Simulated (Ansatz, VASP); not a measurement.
One calculation of Be, two programs

Contents of INCAR:

```
SYSTEM = Be
PREC     = Accurate       ! precision mode
ENCUT    = 520            ! plane-wave cutoff, eV
EDIFF    = 1E-7           ! SCF threshold, eV
ISMEAR   = -1             ! smearing method
SIGMA    = 0.05           ! smearing width, eV
LREAL    = .False.        ! projectors in reciprocal space
LASPH    = .True.         ! aspherical terms in the spheres
NELM     = 60             ! most SCF steps
ALGO     = Normal         ! electronic algorithm
ISIF     = 2              ! what is computed and relaxed
LWAVE    = .False.        ! write WAVECAR
LCHARG   = .False.        ! write CHGCAR
GGA      = PE             ! functional
NBANDS   = 7              ! bands
```

File KPOINTS:

```
regular mesh
0
Gamma
  20 20 18
  0 0 0
```

POSCAR

```
Be
1.0
    1.9247113893      0.0000000000      0.0000000000
   -0.9623556946      1.6668489581      0.0000000000
    0.0000000000      0.0000000000      1.9852618780
Be
1
Direct
    0.0000000000      0.0000000000      0.0000000000
```

Input for Ansatz:

```yaml
crystal:
  lattice:
    - [1.9247113893, 0.0, 0.0]
    - [-0.9623556946, 1.6668489581, 0.0]
    - [0.0, 0.0, 1.985261878]
  atoms:
    - { symbol: Be, position: [0.0, 0.0, 0.0] }
kpoints:
  mp_grid: { grid: [20, 20, 18] }
scf:
  occupations: { method: fermi_dirac, width: 0.05 }
hamiltonian:
  xc: pbe
  pseudopotentials: { kind: paw }
output:
  forces: true
  stress: true
  eigenvalues: true
  populations: true
```

Change from the starting cell: volume scaled by 0.65, PAW files.

Alike in both runs: task single point; functional PBE; k mesh 20 × 20 × 18; occupations fermi-dirac, width 0.05 eV; no spin polarisation.

|  | VASP | Ansatz |
| --- | --- | --- |
| version | VASP 6.6.1 | Ansatz 0.2.0 |
| potentials or method | VASP PAW PBE potentials, release 64 (Be) | PAW with Ansatz's default frozen-core files, scalar-relativistic |
| plane-wave cutoff (eV) | 520 | 420 |
| valence electrons in the cell | 2 | 2 |

Ansatz gave:

```
pressure (GPa)                                                : 65.6
traceless stress, the component that is largest in VASP (GPa) : -0.01
```

What did VASP give for the same quantities?

Pressure (GPa): 65.9; traceless stress, the component that is largest in VASP (GPa): -0.17.

Both programs put the cell under a high pressure, so it lies far from rest at this level. With one functional, cell and mesh, what is left measures potentials, basis and numerics.

Noted on VASP's run: the cell as given lies far from equilibrium.
